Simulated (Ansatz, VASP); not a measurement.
## One calculation of MgBe2SeO2, two programs

```xyz
6
Lattice="2.6509 -4.5898 0.0000 2.6509 4.5898 0.0000 0.0000 0.0000 3.0076" Properties=species:S:1:pos:R:3 pbc="T T T"
Mg    2.6509    0.0000    0.0000
Be    2.6509    3.0572    0.0000
Be    2.6509   -3.0572    0.0000
Se    0.0000    0.0000    1.5038
O     1.3255    2.2949    1.5038
O     1.3255   -2.2949    1.5038
```

Change from the starting cell: species swapped into the CeB2Ir2Rh type (Cmmm, No. 65).

Alike in both runs: task relaxation of cell and atoms; functional PBE; k mesh 4 × 4 × 6; occupations gaussian, width 0.1 eV; no spin polarisation.

|  | VASP | Ansatz |
| --- | --- | --- |
| version | VASP 6.6.1 | Ansatz 0.2.0 |
| potentials or method | VASP PAW PBE potentials, release 64 (Mg, Be, Se, O), cutoff 600 eV | scalar-relativistic, plane waves, PAW |
| valence electrons in the cell | 24 | 42 |

```csv
,VASP,Ansatz,Ansatz less VASP
"gap on the k mesh at the Fermi level, each at its own relaxed structure (eV)",none,none,-
relaxed volume (Å³/atom),13.03,15.92,+2.890
relaxed cell length with the largest relative difference (Å),6.878,8.259,+1.3806
```

A gap of «none» marks a metal or a gap that the smearing closes. One of these differences is far larger than is usual between the two programs; its cause wasn't traced. VASP's potentials hold 24 valence electrons a cell and Ansatz's 42, so a difference there can come from the potentials and not from the codes.
